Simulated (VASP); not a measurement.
Write the native input for VASP 6.6.1 that does the following.

```yaml
Task: single point
Functional: PBEsol
Potentials_or_basis: VASP PAW PBE potentials, release 64 (Ti_sv)
Cutoff: 520 eV
k_mesh: 12 × 12 × 12
Occupations: methfessel-paxton, width 0.05 eV
Spin: no spin polarisation
Dipole_correction: no
Further_INCAR_settings: ALGO = Normal; EDIFF = 1e-06; NBANDS = 12
```

The structure of Ti lies in POSCAR:

```
Ti
1.0
    0.0000000000      2.0567135898      2.0567135898
    2.0567135898      0.0000000000      2.0567135898
    2.0567135898      2.0567135898      0.0000000000
Ti
1
Direct
    0.0000000000      0.0000000000      0.0000000000
```

These files were run (other wordings do the same):

INCAR

```
  PREC = Accurate
  ENCUT = 520
  EDIFF = 1E-6
  ISMEAR = 1
  SIGMA = 0.05
  LREAL = F
  LASPH = T
  NELM = 100
  ALGO = Normal
  ISIF = 2
  LWAVE = F
  LCHARG = F
  GGA = PS
  NBANDS = 12
```

KPOINTS

```
Automatic mesh
0
Gamma
  12 12 12
```

Potentials or basis: VASP PAW PBE potentials, release 64 (Ti_sv).

The run is started by

```sh
$ cat potpaw_PBE.64/Ti_sv/POTCAR > POTCAR
$ mpirun -np 1 vasp_std > vasp.out
```

Results of the run:

```yaml
Pressure: -4.5 GPa
Band_gap_on_the_k_mesh: zero (band 6 reaches 8.94 eV, above the bottom of band 7 at 7.69 eV)
```

Caveat: the PAW data sets were made with another functional, which shifts forces and pressure a little.

Wall time 11 s on 1 thread of Intel Xeon 6975P-C (shared host), peak memory 0.14 GiB.
